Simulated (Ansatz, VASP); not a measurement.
**AlN: VASP beside Ansatz**

```
Al N
1.0
     3.13025    0.00000    0.00000
    -1.56512    2.71087    0.00000
     0.00000    0.00000    5.01799
Al N
2 2
Direct
  0.33333 0.66667 0.99923
  0.66667 0.33333 0.49923
  0.33333 0.66667 0.38077
  0.66667 0.33333 0.88077
```

Alike in both runs: task relaxation of cell and atoms; functional PBE; dispersion D3(BJ); k mesh 12 × 12 × 6; occupations gaussian, width 0.02 eV; no spin polarisation.

|  | VASP | Ansatz |
| --- | --- | --- |
| version | VASP 6.6.1 | Ansatz 0.2.0 |
| potentials or method | VASP PAW PBE potentials, release 64 (Al, N), cutoff 600 eV | scalar-relativistic, plane waves, PAW |
| valence electrons in the cell | 16 | 16 |

```csv
,VASP,Ansatz,Ansatz less VASP
"gap on the k mesh at the Fermi level, each at its own relaxed structure (eV)",4.24,4.21,-0.030
relaxed volume (Å³/atom),10.40,10.42,+0.021
relaxed cell length with the largest relative difference (Å),3.107,3.109,+0.0024
```
